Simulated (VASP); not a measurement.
# Sn (C2/m) in VASP: single point with PBEsol

Aim: the single point of Sn with PBEsol.

Everything below comes from runs of VASP 6.6.1. Logs are shortened: lines on timing, memory, paths and dates and some standing lists are left out, and cuts for length are marked.

## (1) The cell of the first run

Symmetry: C2/m, No. 12, monoclinic system. Conventional cell: a = 5.872 Å, b = 3.453 Å, c = 11.446 Å, α = 90.00°, β = 98.74°, γ = 90.00°. Within 4.0 Å of Sn (site symmetry m) lie 12 Sn at 3.06 to 3.76 Å. Within 4.7 Å of Sn (site symmetry m) lie 14 Sn at 3.41 to 4.68 Å.

## (2) Single point, PBEsol (the part above a cut slid along it)

File INCAR:

```
PREC = Accurate ; ENCUT = 520
EDIFF = 1E-6 ; ISMEAR = 0
SIGMA = 0.15 ; LREAL = F
LASPH = T ; NELM = 60
ALGO = Fast ; ISIF = 2
LWAVE = F ; LCHARG = F
GGA = PS ; NBANDS = 36
ISYM = 0 ; KPAR = 4
```

File KPOINTS:

```
regular mesh
0
Gamma
  16 16 4
```

File POSCAR:

```
Sn
1.0
   -1.7265390000      1.7755470000     -2.3383420000
   -1.7265390000     -1.7755470000      2.3383420000
   -1.7265390000     11.8369800000      3.1177893333
Sn
4
Direct
   -0.7291666667     -0.1458333333      0.8750000000
    0.1458333333      0.7291666667      0.1250000000
    0.1875000000      0.4375000000      0.3750000000
    0.2291666667      0.1458333333      0.6250000000
```

Potentials or basis: VASP PAW PBE potentials, release 64 (Sn_d).

The run is started by

```bash
cat potpaw_PBE.64/Sn_d/POTCAR > POTCAR
mpirun -np 4 vasp_std > vasp.out
```

OUTCAR:

```text
PREC = Accurate
   ENCUT = 520
   EDIFF = 1E-6
   ISMEAR = 0
   LREAL = F
   LASPH = T
   NELM = 60
   ISIF = 2
   GGA = PS
   ISYM = 0

 ion  position               nearest neighbor table
   1  0.271  0.854  0.875-   2 3.06   4 3.41   4 3.41   4 3.55   2 3.76   2 3.76
   2  0.146  0.729  0.125-   1 3.06   3 3.41   3 3.41   3 3.55   1 3.76   1 3.76
   3  0.188  0.438  0.375-   2 3.41   4 3.41   2 3.41   4 3.41   2 3.55   4 3.55
   4  0.229  0.146  0.625-   3 3.41   3 3.41   1 3.41   1 3.41   1 3.55   3 3.55

IMPORTANT INFORMATION: All symmetrisations will be switched off!
NOSYMM: (Re-)initialisation of all symmetry stuff for point group C_1.

----------------------------------------------------------------------------------------

                                     Primitive cell

  volume of cell :     114.6929

  direct lattice vectors                    reciprocal lattice vectors
    -1.726539000  1.775547000 -2.338342000    -0.289596702  0.011733473 -0.204917273
    -1.726539000 -1.775547000  2.338342000    -0.289596702 -0.082134313  0.151460593
    -1.726539000 11.836980000  3.117789333     0.000000000  0.070400840  0.053456680

  length of vectors
     3.406075069  3.406075069 12.361862431     0.354957762  0.336975676  0.088396238

  position of ions in fractional coordinates (direct lattice)
     0.270833333  0.854166667  0.875000000
     0.145833333  0.729166667  0.125000000
     0.187500000  0.437500000  0.375000000
     0.229166667  0.145833333  0.625000000

  ion indices of the primitive-cell ions
   primitive index   ion index
                 1           1
                 2           2
                 3           3
                 4           4

----------------------------------------------------------------------------------------

 KPOINTS: regular mesh

Automatic generation of k-mesh.
 Grid dimensions read from file:
 generate k-points for:   16   16    4

 Generating k-lattice:

  Cartesian coordinates                     Fractional coordinates (reciprocal lattice)
    -0.018099794  0.000733342 -0.012807330     0.062500000  0.000000000  0.000000000
    -0.018099794 -0.005133395  0.009466287     0.000000000  0.062500000  0.000000000
     0.000000000  0.017600210  0.013364170    -0.000000000  0.000000000  0.250000000

  Length of vectors
     0.022184860  0.021060980  0.022099059

  Shift w.r.t. Gamma in fractional coordinates (k-lattice)
     0.000000000  0.000000000  0.000000000

 -----------------------------------------------------------------------------
|                                                                             |
|           W    W    AA    RRRRR   N    N  II  N    N   GGGG   !!!           |
|           W    W   A  A   R    R  NN   N  II  NN   N  G    G  !!!           |
|           W    W  A    A  R    R  N N  N  II  N N  N  G       !!!           |
|           W WW W  AAAAAA  RRRRR   N  N N  II  N  N N  G  GGG   !            |
|           WW  WW  A    A  R   R   N   NN  II  N   NN  G    G                |
|           W    W  A    A  R    R  N    N  II  N    N   GGGG   !!!           |
|                                                                             |
|     Your reciprocal lattice and k-lattice belong to different lattice       |
|     classes:                                                                |
|                                                                             |
|        The reciprocal lattice is base-centered monoclinic,                  |
|        whereas your k-lattice is triclinic.                                 |
|                                                                             |
|     Results are often still useful ...                                      |
|                                                                             |
 -----------------------------------------------------------------------------

 WARNING: IBZKPT: internal override: KBLOWUP is changed to .FALSE.
      ... skipping the blow-up phase ...

 Subroutine IBZKPT returns following result:
 ===========================================

 Found    516 irreducible k-points:

 Following reciprocal coordinates:
            Coordinates               Weight
  0.000000  0.000000  0.000000      1.000000
  0.062500  0.000000  0.000000      2.000000
  0.125000  0.000000  0.000000      2.000000
  0.187500  0.000000  0.000000      2.000000
  0.250000  0.000000  0.000000      2.000000
  0.312500  0.000000  0.000000      2.000000
[... 16 lines left out ...]
 -0.187500  0.062500 -0.000000      2.000000
 -0.125000  0.062500 -0.000000      2.000000
 [... further k-points ...]
   k-points           NKPTS =    516   k-points in BZ     NKDIM =    516   number of bands    NBANDS=     36
   number of dos      NEDOS =    301   number of ions     NIONS =      4
   total plane-waves  NPLWV =  75264
   dimension x,y,z NGX =    28 NGY =   28 NGZ =   96
   dimension x,y,z NGXF=    56 NGYF=   56 NGZF=  192
   ions per type =               4
   NGX,Y,Z   is equivalent  to a cutoff of  13.67, 13.67, 12.91 a.u.
   NGXF,Y,Z  is equivalent  to a cutoff of  27.33, 27.33, 25.82 a.u.
 SYSTEM =  unknown system
   PREC   = accura    normal or accurate (medium, high low for compatibility)
   ISTART =      0    job   : 0-new  1-cont  2-samecut
   ICHARG =      2    charge: 1-file 2-atom 10-const
   ISPIN  =      1    spin polarized calculation?
   LNONCOLLINEAR =      F non collinear calculations
   LSORBIT =      F    spin-orbit coupling
   LASPH  =      T    aspherical Exc in radial PAW
   ENCUT  =  520.0 eV  38.22 Ry    6.18 a.u.   6.33  6.33 22.98*2*pi/ulx,y,z
   NELM   =     60;   NELMIN=  2; NELMDL= -5     # of ELM steps
   EDIFF  = 0.1E-05   stopping-criterion for ELM
   LREAL  =      F    real-space projection
   EDIFFG = 0.1E-04   stopping-criterion for IOM
   NSW    =      0    number of steps for IOM
   IBRION =     -1    ionic relax: 0-MD 1-quasi-New 2-CG
   NFREE  =      0    steps in history (QN), initial steepest desc. (CG)
   ISIF   =      2    stress and relaxation
   ISYM   =      0    0-nonsym 1-usesym 2-fastsym
   POTIM  = 0.5000    time-step for ionic-motion
   TEBEG  =    0.0;   TEEND  =   0.0 temperature during run
   PSTRESS=    0.0 pullay stress
   NELECT =      56.0000    total number of electrons
   NUPDOWN=      -1.0000    fix difference up-down
   EMIN   =  10.00;   EMAX   =-10.00  energy-range for DOS
   EFERMI =   0.00;   METHOD = LEGACY
   ISMEAR =     0;   SIGMA  =   0.15  broadening in eV -4-tet -1-fermi 0-gaus
   EFERMI_NEDOS =   21; number of points for ismear=-14 and -15
   IALGO  =     68    algorithm
   IMIX   =      4    mixing-type and parameters
     AMIX     =   0.40;   BMIX     =  1.00
     AMIX_MAG =   1.60;   BMIX_MAG =  1.00
  volume/ion in A,a.u.               =      28.67       193.50
  Fermi-wavevector in a.u.,A,eV,Ry     =   1.289116  2.436076 22.610433  1.661820
  Thomas-Fermi vector in A             =   2.421028
   LORBIT       =      0    0 simple, 1 ext, 2 COOP (PROOUT), +10 PAW based schemes
   GGA     = PS    functional components
   LHFCALC =     F    Hartree Fock is set to
   AEXX    =    0.0000 exact exchange contribution
   IVDW    =     0    specifies the selected vdW correction
   LEPSILON=     F    determine dielectric tensor
   LRPA    =     F    only Hartree local field effects (RPA)
 non-spin polarized calculation
 RMM-DIIS sequential band-by-band and
 Gauss-broadening in eV      SIGMA  =   0.15
  energy-cutoff  :      520.00
  volume of cell :      114.69
 maximum number of plane-waves:      3119
 NGX is ok and might be reduce to    28
   NGX = 13   NGY = 13   NGZ = 45

 number of electron      56.0000001 magnetization

 Free energy of the ion-electron system (eV)
  ---------------------------------------------------
  ext. energy  EPLUGINS =         0.00000000
  ---------------------------------------------------
  free energy    TOTEN  =       -16.80128893 eV

  energy without entropy =      -16.77327647  energy(sigma->0) =      -16.78728270

 E-fermi :   7.3352     XC(G=0): -10.2487

 val. band max:        7.3349588730   @ k =   0.1250   0.1875   0.5000
 cond. band min:       7.3361614269   @ k =  -0.2500   0.3125  -0.0000
 fundamental gap:      0.0012025538
 Fermi energy:         7.3352086395

 k-point     1 :       0.0000    0.0000    0.0000
  band No.  band energies     occupation
      1     -14.1409      2.00000
      2     -14.1047      2.00000
      3     -14.0974      2.00000
      4     -14.0954      2.00000
      5     -14.0932      2.00000
      6     -14.0861      2.00000
[... 28 lines left out ...]
     35      14.5097      0.00000
     36      14.6025      0.00000

 k-point     2 :       0.0625    0.0000    0.0000
  band No.  band energies     occupation
      1     -14.1393      2.00000
      2     -14.1056      2.00000
      3     -14.0970      2.00000
      4     -14.0944      2.00000
      5     -14.0915      2.00000
      6     -14.0831      2.00000
[... 28 lines left out ...]
     35      14.3271      0.00000
     36      14.6106      0.00000

 k-point     3 :       0.1250    0.0000    0.0000
  band No.  band energies     occupation
      1     -14.1357      2.00000
      2     -14.1109      2.00000
      3     -14.0975      2.00000
      4     -14.0917      2.00000
      5     -14.0875      2.00000
      6     -14.0830      2.00000
[... 28 lines left out ...]
     35      14.1179      0.00000
     36      14.3051      0.00000

 k-point     4 :       0.1875    0.0000    0.0000
  band No.  band energies     occupation
      1     -14.1347      2.00000
      2     -14.1153      2.00000
      3     -14.1045      2.00000
      4     -14.0901      2.00000
      5     -14.0871      2.00000
      6     -14.0801      2.00000
[... 28 lines left out ...]
     35      13.6894      0.00000
     36      13.8845      0.00000

 k-point     5 :       0.2500    0.0000    0.0000
  band No.  band energies     occupation
      1     -14.1395      2.00000
      2     -14.1175      2.00000
      3     -14.1123      2.00000
      4     -14.0952      2.00000
      5     -14.0884      2.00000
      6     -14.0758      2.00000
[... 655 lines left out ...]
 k-point    22 :      -0.2500    0.0625   -0.0000
  band No.  band energies     occupation
      1     -14.1352      2.00000
      2     -14.1153      2.00000
      3     -14.1056      2.00000
      4     -14.0875      2.00000
      5     -14.0846      2.00000
      6     -14.0773      2.00000
[... 28 lines left out ...]
     35      13.1064      0.00000
     36      13.6477      0.00000

 k-point    23 :      -0.1875    0.0625   -0.0000
  band No.  band energies     occupation
      1     -14.1354      2.00000
      2     -14.1116      2.00000
      3     -14.0963      2.00000
      4     -14.0871      2.00000
      5     -14.0831      2.00000
      6     -14.0802      2.00000
[... 28 lines left out ...]
     35      13.5258      0.00000
     36      13.9841      0.00000

 k-point    24 :      -0.1250    0.0625   -0.0000
  band No.  band energies     occupation
      1     -14.1386      2.00000
      2     -14.1060      2.00000
      3     -14.0936      2.00000
      4     -14.0888      2.00000
      5     -14.0845      2.00000
      6     -14.0787      2.00000
[... 28 lines left out ...]
     35      14.1437      0.00000
     36      14.1994      0.00000

 [... further k-points ...]

------------------------ aborting loop because EDIFF is reached ----------------------------------------

  FORCE on cell =-STRESS in cart. coord.  units (eV):
  Direction    XX          YY          ZZ          XY          YZ          ZX
  --------------------------------------------------------------------------------------
  -------------------------------------------------------------------------------------
  Total       -2.8755739     -1.9955349     -2.6709651     -0.0036351      0.1057641      0.0200158
  in kB      -40.1696954    -27.8761850    -37.3114575     -0.0507797      1.4774480      0.2796063
  external PRESSURE =     -35.1191126 kB  Pullay stress =       0.0000000 kB

 VOLUME and BASIS-vectors are now :
 -----------------------------------------------------------------------------
  energy-cutoff  :      520.00
  volume of cell :      114.69
      direct lattice vectors                 reciprocal lattice vectors
    -1.726539000  1.775547000 -2.338342000    -0.289596702  0.011733473 -0.204917273
    -1.726539000 -1.775547000  2.338342000    -0.289596702 -0.082134313  0.151460593
    -1.726539000 11.836980000  3.117789333     0.000000000  0.070400840  0.053456680

 POSITION                                       TOTAL-FORCE (eV/Angst)
 -----------------------------------------------------------------------------------
     -3.45308      9.32162      4.09210        -0.001630     -0.268369     -0.071973
     -1.72654      0.44389      1.75376         0.001623      0.268275      0.071916
     -1.72654      3.99498      1.75376         0.001833     -0.004099     -0.017408
     -1.72654      7.54607      1.75376        -0.001826      0.004194      0.017465
 -----------------------------------------------------------------------------------
    total drift:                               -0.000011     -0.000060     -0.000038

  FREE ENERGIE OF THE ION-ELECTRON SYSTEM (eV)
  ---------------------------------------------------
  free  energy   TOTEN  =       -16.8012889274 eV

  energy  without entropy=      -16.7732764653  energy(sigma->0) =      -16.78728270
```

It took 15 min on 4 MPI ranks of Oxide Virtual Turin-like, shared host; peak memory 1.4 GiB.

Results:

```yaml
Free_energy: -16.8013 eV
Pressure: -3.5 GPa
Largest_force: 0.278 eV/Å
Band_gap_on_the_k_mesh: zero (bands 28 and 29 overlap by 7.41 eV)
```

Forces on the atoms (eV/Å):
```
Sn  -0.002 -0.268 -0.072
Sn   0.002  0.268  0.072
Sn   0.002 -0.004 -0.017
Sn  -0.002  0.004  0.017
```

Levels at points of the mesh, in eV from the Fermi level:
| k point | band 26 | band 27 | band 28 | band 29 | band 30 | band 31 |
| --- | --- | --- | --- | --- | --- | --- |
| (0.00, 0.00, 0.00) | 0.74 | 0.79 | 5.47 | 5.68 | 5.91 | 6.36 |
| (0.50, 0.00, 0.00) | -3.43 | -2.54 | -2.43 | 0.66 | 1.20 | 1.80 |
| (0.00, 0.50, 0.00) | -3.81 | -2.35 | -2.16 | 0.06 | 0.68 | 2.48 |
| (0.50, 0.50, 0.00) | -3.57 | -2.58 | -2.12 | 0.02 | 1.52 | 2.18 |
| (0.00, 0.00, 0.50) | -2.48 | 4.45 | 4.53 | 5.33 | 5.98 | 6.05 |
| (0.50, 0.00, 0.50) | -3.81 | -2.35 | -2.16 | 0.06 | 0.68 | 2.48 |
| (0.00, 0.50, 0.50) | -3.43 | -2.54 | -2.43 | 0.66 | 1.20 | 1.80 |
| (0.50, 0.50, 0.50) | -3.52 | -2.33 | -2.15 | 0.31 | 1.01 | 1.87 |

Caveat: the cell differs from its parent crystal (the part above a cut slid along it); the cell stands under tension; the PAW data sets were made with another functional, which shifts forces and pressure a little; spin-orbit coupling is left out, which moves the levels of the heavy elements.
